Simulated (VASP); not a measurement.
# KAl2 (Fm-3m) in VASP: further runs

The runs below take KAl2 through single point, relaxation of cell and atoms, with PBE.

Program: VASP 6.6.1. These are calculated values, not measurements. Logs are shortened: lines on timing, memory, paths and dates and some standing lists are left out, and cuts for length are marked.

## Step 1: The cell of the first run

It takes space group Fm-3m (No. 225, cubic). Conventional cell: a = 7.506 Å, b = 7.506 Å, c = 7.506 Å, α = 90.00°, β = 90.00°, γ = 90.00°. Within 4.3 Å of K (site symmetry m-3m) lie 8 Al at 3.25 Å. Al (site symmetry -43m) has 4 K at 3.25 Å and 6 Al at 3.75 Å within 4.3 Å.

## Step 2: Single point, PBE

Input file INCAR:

```
  PREC = Accurate
  ENCUT = 520
  EDIFF = 1E-7
  ISMEAR = 0
  SIGMA = 0.1
  LREAL = F
  LASPH = T
  NELM = 80
  ALGO = Fast
  ISIF = 2
  LWAVE = F
  LCHARG = F
  GGA = PE
  NBANDS = 14
```

Input file KPOINTS:

```
regular mesh
0
Gamma
  12 12 12
```

Input file POSCAR:

```
KAl2
1.0
    0.0000000000      3.7532307318      3.7532307318
    3.7532307318      0.0000000000      3.7532307318
    3.7532307318      3.7532307318      0.0000000000
K Al
1 2
Direct
    0.0000000000      0.0000000000      0.0000000000
    0.2500000000      0.2500000000      0.2500000000
    0.7500000000      0.7500000000      0.7500000000
```

Potentials or basis: VASP PAW PBE potentials, release 64 (K_sv, Al).

Started as:

```bash
$ cat potpaw_PBE.64/K_sv/POTCAR potpaw_PBE.64/Al/POTCAR > POTCAR
$ mpirun -np 1 vasp_std > vasp.out
```

OUTCAR:

```text
PREC = Accurate
   ENCUT = 520
   EDIFF = 1E-7
   ISMEAR = 0
   LREAL = F
   LASPH = T
   NELM = 80
   ISIF = 2
   GGA = PE

 ion  position               nearest neighbor table
   1  0.000  0.000  0.000-   3 3.25   3 3.25   3 3.25   2 3.25   2 3.25   2 3.25   3 3.25   2 3.25

   2  0.250  0.250  0.250-   1 3.25   1 3.25   1 3.25   1 3.25
   3  0.750  0.750  0.750-   1 3.25   1 3.25   1 3.25   1 3.25

  LATTYP: Found a face centered cubic cell.
 ALAT       =     7.5064614636

  Lattice vectors:

 A1 = (   0.0000000000,   3.7532307318,   3.7532307318)
 A2 = (   3.7532307318,   0.0000000000,   3.7532307318)
 A3 = (   3.7532307318,   3.7532307318,   0.0000000000)

Analysis of symmetry for initial positions (statically):
=====================================================================
 Subroutine PRICEL returns:
 Original cell was already a primitive cell.

 Routine SETGRP: Setting up the symmetry group for a
 face centered cubic supercell.

 Subroutine GETGRP returns: Found 48 space group operations
 (whereof 48 operations were pure point group operations)
 out of a pool of 48 trial point group operations.

The static configuration has the point symmetry O_h .

Analysis of symmetry for dynamics (positions and initial velocities):
=====================================================================
 Subroutine PRICEL returns:
 Original cell was already a primitive cell.

 Routine SETGRP: Setting up the symmetry group for a
 face centered cubic supercell.

 Subroutine GETGRP returns: Found 48 space group operations
 (whereof 48 operations were pure point group operations)
 out of a pool of 48 trial point group operations.

The dynamic configuration has the point symmetry O_h .

 Subroutine INISYM returns: Found 48 space group operations
 (whereof 48 operations are pure point group operations),
 and found     1 'primitive' translations

----------------------------------------------------------------------------------------

                                     Primitive cell

  volume of cell :     105.7416

  direct lattice vectors                    reciprocal lattice vectors
     0.000000000  3.753230732  3.753230732    -0.133218562  0.133218562  0.133218562
     3.753230732  0.000000000  3.753230732     0.133218562 -0.133218562  0.133218562
     3.753230732  3.753230732  0.000000000     0.133218562  0.133218562 -0.133218562

  length of vectors
     5.307869804  5.307869804  5.307869804     0.230741317  0.230741317  0.230741317

  position of ions in fractional coordinates (direct lattice)
     0.000000000  0.000000000  0.000000000
     0.250000000  0.250000000  0.250000000
     0.750000000  0.750000000  0.750000000

  ion indices of the primitive-cell ions
   primitive index   ion index
                 1           1
                 2           2
                 3           3

----------------------------------------------------------------------------------------

 KPOINTS: regular mesh

Automatic generation of k-mesh.
 Grid dimensions read from file:
 generate k-points for:   12   12   12

 Generating k-lattice:

  Cartesian coordinates                     Fractional coordinates (reciprocal lattice)
    -0.011101547  0.011101547  0.011101547     0.083333333  0.000000000  0.000000000
     0.011101547 -0.011101547  0.011101547     0.000000000  0.083333333  0.000000000
     0.011101547  0.011101547 -0.011101547     0.000000000  0.000000000  0.083333333

  Length of vectors
     0.019228443  0.019228443  0.019228443

  Shift w.r.t. Gamma in fractional coordinates (k-lattice)
     0.000000000  0.000000000  0.000000000

 Subroutine IBZKPT returns following result:
 ===========================================

 Found     72 irreducible k-points:

 Following reciprocal coordinates:
            Coordinates               Weight
  0.000000  0.000000  0.000000      1.000000
  0.083333  0.000000  0.000000      8.000000
  0.166667  0.000000  0.000000      8.000000
  0.250000  0.000000  0.000000      8.000000
  0.333333  0.000000  0.000000      8.000000
  0.416667  0.000000  0.000000      8.000000
[... 16 lines left out ...]
  0.500000  0.166667  0.000000     24.000000
 -0.416667  0.166667  0.000000     24.000000
 [... further k-points ...]
   k-points           NKPTS =     72   k-points in BZ     NKDIM =     72   number of bands    NBANDS=     14
   number of dos      NEDOS =    301   number of ions     NIONS =      3
   total plane-waves  NPLWV =  64000
   dimension x,y,z NGX =    40 NGY =   40 NGZ =   40
   dimension x,y,z NGXF=    80 NGYF=   80 NGZF=   80
   ions per type =               1   2
   NGX,Y,Z   is equivalent  to a cutoff of  12.53, 12.53, 12.53 a.u.
   NGXF,Y,Z  is equivalent  to a cutoff of  25.06, 25.06, 25.06 a.u.
 SYSTEM =  unknown system
   PREC   = accura    normal or accurate (medium, high low for compatibility)
   ISTART =      0    job   : 0-new  1-cont  2-samecut
   ICHARG =      2    charge: 1-file 2-atom 10-const
   ISPIN  =      1    spin polarized calculation?
   LNONCOLLINEAR =      F non collinear calculations
   LSORBIT =      F    spin-orbit coupling
   LASPH  =      T    aspherical Exc in radial PAW
   ENCUT  =  520.0 eV  38.22 Ry    6.18 a.u.   9.87  9.87  9.87*2*pi/ulx,y,z
   NELM   =     80;   NELMIN=  2; NELMDL= -5     # of ELM steps
   EDIFF  = 0.1E-06   stopping-criterion for ELM
   LREAL  =      F    real-space projection
   EDIFFG = 0.1E-05   stopping-criterion for IOM
   NSW    =      0    number of steps for IOM
   IBRION =     -1    ionic relax: 0-MD 1-quasi-New 2-CG
   NFREE  =      0    steps in history (QN), initial steepest desc. (CG)
   ISIF   =      2    stress and relaxation
   ISYM   =      2    0-nonsym 1-usesym 2-fastsym
   POTIM  = 0.5000    time-step for ionic-motion
   TEBEG  =    0.0;   TEEND  =   0.0 temperature during run
   PSTRESS=    0.0 pullay stress
   NELECT =      15.0000    total number of electrons
   NUPDOWN=      -1.0000    fix difference up-down
   EMIN   =  10.00;   EMAX   =-10.00  energy-range for DOS
   EFERMI =   0.00;   METHOD = LEGACY
   ISMEAR =     0;   SIGMA  =   0.10  broadening in eV -4-tet -1-fermi 0-gaus
   EFERMI_NEDOS =   21; number of points for ismear=-14 and -15
   IALGO  =     68    algorithm
   IMIX   =      4    mixing-type and parameters
     AMIX     =   0.40;   BMIX     =  1.00
     AMIX_MAG =   1.60;   BMIX_MAG =  1.00
  volume/ion in A,a.u.               =      35.25       237.86
  Fermi-wavevector in a.u.,A,eV,Ry     =   0.853801  1.613450  9.918322  0.728976
  Thomas-Fermi vector in A             =   1.970299
   LORBIT       =      0    0 simple, 1 ext, 2 COOP (PROOUT), +10 PAW based schemes
   GGA     = PE    functional components
   LHFCALC =     F    Hartree Fock is set to
   AEXX    =    0.0000 exact exchange contribution
   IVDW    =     0    specifies the selected vdW correction
   LEPSILON=     F    determine dielectric tensor
   LRPA    =     F    only Hartree local field effects (RPA)
 non-spin polarized calculation
 RMM-DIIS sequential band-by-band and
 Gauss-broadening in eV      SIGMA  =   0.10
  energy-cutoff  :      520.00
  volume of cell :      105.74
 maximum number of plane-waves:      2884
   NGX = 19   NGY = 19   NGZ = 19

 number of electron      15.0000001 magnetization

 Free energy of the ion-electron system (eV)
  ---------------------------------------------------
  ext. energy  EPLUGINS =         0.00000000
  ---------------------------------------------------
  free energy    TOTEN  =        -5.35225523 eV

  energy without entropy =       -5.33418669  energy(sigma->0) =       -5.34322096

 E-fermi :   1.5545     XC(G=0):  -7.5942

 val. band max:        1.5537846466   @ k =  -0.4167   0.5000   0.0833
 cond. band min:       1.5569321023   @ k =   0.3333   0.1667   0.0000
 fundamental gap:      0.0031474557
 Fermi energy:         1.5545028318

 k-point     1 :       0.0000    0.0000    0.0000
  band No.  band energies     occupation
      1     -28.9693      2.00000
      2     -12.5464      2.00000
      3     -12.5464      2.00000
      4     -12.5464      2.00000
      5      -4.5010      2.00000
      6      -0.0894      2.00000
      7       1.6186      0.36433
      8       1.6186      0.36433
      9       1.6186      0.36433
     10       5.1831      0.00000
     11       5.1831      0.00000
     12       5.1832      0.00000
     13       5.5097      0.00000
     14       5.5097      0.00000

 k-point     2 :       0.0833    0.0000    0.0000
  band No.  band energies     occupation
      1     -28.9692      2.00000
      2     -12.5499      2.00000
      3     -12.5469      2.00000
      4     -12.5469      2.00000
      5      -4.4462      2.00000
      6      -0.3094      2.00000
      7       1.6439      0.20607
      8       1.6439      0.20607
      9       1.8372      0.00006
     10       4.6820      0.00000
     11       4.6820      0.00000
     12       5.0222      0.00000
     13       6.0865      0.00000
     14       6.1442      0.00000

 k-point     3 :       0.1667    0.0000    0.0000
  band No.  band energies     occupation
      1     -28.9690      2.00000
      2     -12.5593      2.00000
      3     -12.5481      2.00000
      4     -12.5481      2.00000
      5      -4.2851      2.00000
      6      -0.7716      2.00000
      7       1.7167      0.02180
      8       1.7167      0.02180
      9       2.2612      0.00000
     10       4.1388      0.00000
     11       4.1388      0.00000
     12       4.6314      0.00000
     13       6.1384      0.00000
     14       6.4629      0.00000
[... 324 lines left out ...]
 k-point    23 :       0.5000    0.1667    0.0000
  band No.  band energies     occupation
      1     -28.9680      2.00000
      2     -12.5920      2.00000
      3     -12.5609      2.00000
      4     -12.5556      2.00000
      5      -3.0185      2.00000
      6      -2.3822      2.00000
      7       1.2255      2.00000
      8       1.7942      0.00070
      9       1.8814      0.00000
     10       3.5834      0.00000
     11       4.1431      0.00000
     12       4.3402      0.00000
     13       6.2226      0.00000
     14       6.8335      0.00000

 k-point    24 :      -0.4167    0.1667    0.0000
  band No.  band energies     occupation
      1     -28.9680      2.00000
      2     -12.5922      2.00000
      3     -12.5625      2.00000
      4     -12.5548      2.00000
      5      -2.8936      2.00000
      6      -2.5213      2.00000
      7       1.0834      2.00000
      8       1.9938      0.00000
      9       2.0700      0.00000
     10       3.1889      0.00000
     11       3.9339      0.00000
     12       4.6158      0.00000
     13       6.4384      0.00000
     14       6.8170      0.00000

 [... further k-points ...]
[... 5 lines left out ...]
  --------------------------------------------------------------------------------------
  -------------------------------------------------------------------------------------
  Total        0.0198872      0.0198872      0.0198872      0.0000000      0.0000000     -0.0000000
  in kB        0.3013279      0.3013279      0.3013279      0.0000000      0.0000000     -0.0000000
  external PRESSURE =       0.3013279 kB  Pullay stress =       0.0000000 kB

 VOLUME and BASIS-vectors are now :
 -----------------------------------------------------------------------------
  energy-cutoff  :      520.00
  volume of cell :      105.74
      direct lattice vectors                 reciprocal lattice vectors
     0.000000000  3.753230732  3.753230732    -0.133218562  0.133218562  0.133218562
     3.753230732  0.000000000  3.753230732     0.133218562 -0.133218562  0.133218562
     3.753230732  3.753230732  0.000000000     0.133218562  0.133218562 -0.133218562

 POSITION                                       TOTAL-FORCE (eV/Angst)
 -----------------------------------------------------------------------------------
      0.00000      0.00000      0.00000         0.000000     -0.000000     -0.000000
      1.87662      1.87662      1.87662         0.000000      0.000000      0.000000
      5.62985      5.62985      5.62985        -0.000000     -0.000000     -0.000000
 -----------------------------------------------------------------------------------
    total drift:                               -0.000000      0.000000      0.000000

  FREE ENERGIE OF THE ION-ELECTRON SYSTEM (eV)
  ---------------------------------------------------
  free  energy   TOTEN  =        -5.3522552329 eV

  energy  without entropy=       -5.3341866867  energy(sigma->0) =       -5.34322096
```

It took 82 s on 1 thread of Intel Xeon Platinum 8488C (Sapphire Rapids), shared host; peak memory 0.3 GiB.

Results:

```yaml
Free_energy: -5.3523 eV
Pressure: 0.0 GPa
Band_gap_on_the_k_mesh: zero (an odd number of electrons rules out a gap without spin polarisation)
```

## Step 3: Relaxation of cell and atoms, PBE

This run uses another cell than the first one, of 34.51 Å³/atom.

Input file INCAR:

```
PREC     = Accurate       # precision mode
ENCUT    = 600            # plane-wave cutoff, eV
EDIFF    = 1E-7           # SCF threshold, eV
ISMEAR   = 0              # smearing method
SIGMA    = 0.1            # smearing width, eV
LREAL    = False          # projectors in reciprocal space
LASPH    = True           # aspherical terms in the spheres
NELM     = 100            # most SCF steps
ALGO     = Fast           # electronic algorithm
ISIF     = 3              # what is computed and relaxed
LWAVE    = False          # write WAVECAR
LCHARG   = False          # write CHGCAR
GGA      = PE             # functional
IBRION   = 2              # ionic algorithm
NSW      = 100            # ionic steps
EDIFFG   = -0.01          # ionic threshold
```

KPOINTS is that of step 2.

Input file POSCAR:

```
KAl2
1.0
    0.0000000000      3.7270317273      3.7270317273
    3.7270317273      0.0000000000      3.7270317273
    3.7270317273      3.7270317273      0.0000000000
K Al
1 2
Direct
    0.0000000000      0.0000000000      0.0000000000
    0.2500000000      0.2500000000      0.2500000000
    0.7500000000      0.7500000000      0.7500000000
```

Potentials or basis: VASP PAW PBE potentials, release 64 (K_sv, Al).

Started as:

```bash
$ cat potpaw_PBE.64/K_sv/POTCAR potpaw_PBE.64/Al/POTCAR > POTCAR
$ mpirun -np 1 vasp_std > vasp.out
```

It took 4.2 min on 1 thread of Intel Xeon Platinum 8488C (Sapphire Rapids), shared host; peak memory 0.34 GiB.

The run converged. Its results:

```
Free energy                           : -5.3523 eV
Relaxed volume                        : 35.37 Å³/atom
Relaxed cell                          : a = 5.314 Å, b = 5.314 Å, c = 5.314 Å, α = 60.00°, β = 60.00°, γ = 60.00°
Space group after relaxing (to 0.1 Å) : Fm-3m (No. 225)
Energy gained by relaxing             : 0.8 meV/atom
Ionic steps                           : 3
Pressure after relaxing               : 0.0 GPa
Band gap on the k mesh                : zero (an odd number of electrons rules out a gap without spin polarisation)
```

The path:
```
step  energy change (eV)  largest force (eV/Å)  pressure (GPa)  volume (Å³)
   1              0.0000                0.0000            0.32       103.54
   2             -0.0016                0.0000            0.18       104.59
   3             -0.0025                0.0000           -0.01       106.11
```

Final structure:
```
K Al
1.0
     0.00000    3.75762    3.75762
     3.75762    0.00000    3.75762
     3.75762    3.75762    0.00000
K Al
1 2
Cartesian
  0.0000 0.0000 0.0000
  1.8788 1.8788 1.8788
  5.6364 5.6364 5.6364
```

Levels at points of the mesh, in eV from the Fermi level:
```
           k point  band 4  band 5  band 6  band 7  band 8  band 9  band 10  band 11
(0.00, 0.00, 0.00)  -14.10   -6.05   -1.66    0.07    0.07    0.07     3.62     3.62
(0.50, 0.00, 0.00)  -14.11   -4.53   -4.20    0.59    0.59    1.41     1.42     1.52
(0.50, 0.50, 0.00)  -14.12   -4.36   -3.42   -1.83   -0.22   -0.22     2.82     3.58
```
